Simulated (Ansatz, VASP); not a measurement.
# Ta2N: VASP beside Ansatz

Contents of INCAR:

```
  PREC = Accurate
  ENCUT = 520
  EDIFF = 1E-7
  ISMEAR = 0
  SIGMA = 0.15
  LREAL = False
  LASPH = True
  NELM = 60
  ALGO = Normal
  ISIF = 2
  LWAVE = False
  LCHARG = False
  GGA = PE
  NBANDS = 20
```

Contents of KPOINTS:

```
Automatic mesh
0
Gamma
  18 18 10
```

The input POSCAR:

```
Ta2N
1.0
    3.1011400595      0.0000000000      0.0000000000
   -1.5505700297      2.6856660722      0.0000000000
    0.0000000000      0.0000000000      4.8818900388
Ta N
2 1
Direct
    0.6666666667      0.3333333333      0.7446671871
    0.3333333333      0.6666666667      0.2548571219
    0.0000000000      0.0000000000      0.0061451609
```

Input for Ansatz:

```yaml
crystal:
  lattice:
    - [3.1011400595, 0.0, 0.0]
    - [-1.5505700297, 2.6856660722, 0.0]
    - [0.0, 0.0, 4.8818900388]
  atoms:
    - { symbol: Ta, position: [0.6666666667, 0.3333333333, 0.7446671871] }
    - { symbol: Ta, position: [0.3333333333, 0.6666666667, 0.2548571219] }
    - { symbol: "N", position: [0.0, 0.0, 0.0061451609] }
basis:
  ecutwfc: 420
kpoints:
  mp_grid: { grid: [18, 18, 10] }
hamiltonian:
  xc: pbe
scf:
  occupations: { method: gaussian, width: 0.15 }
output:
  forces: true
  stress: true
  eigenvalues: true
```

Change from the starting cell: mode 9 (548.2 1/cm) frozen in, largest displacement +0.030 Å.

Alike in both runs: task single point; functional PBE; k mesh 18 × 18 × 10; occupations gaussian, width 0.15 eV; no spin polarisation.

|  | VASP | Ansatz |
| --- | --- | --- |
| version | VASP 6.6.1 | Ansatz 0.2.0 |
| potentials or method | VASP PAW PBE potentials, release 64 (Ta_pv, N), cutoff 520 eV | scalar-relativistic, plane waves, PAW |
| valence electrons in the cell | 27 | 31 |

```csv
,VASP,Ansatz,Ansatz less VASP
gap on the k mesh at the Fermi level (eV),none,none,-
pressure (GPa),0.5,0.1,-0.43
"traceless stress, the component that is largest in VASP (GPa)",-0.08,-0.03,+0.051
rms of the force components (eV/Å),0.192,0.189,-0.0023
```

Atom by atom the forces differ by 0.022 eV/Å (rms over components). A gap of «none» marks a metal or a gap that the smearing closes. The functional is the same, so the differences come from potentials, cutoffs and numerics. VASP's potentials hold 27 valence electrons a cell and Ansatz's 31, so a difference there can come from the potentials and not from the codes.

Neither program's run includes spin-orbit coupling.
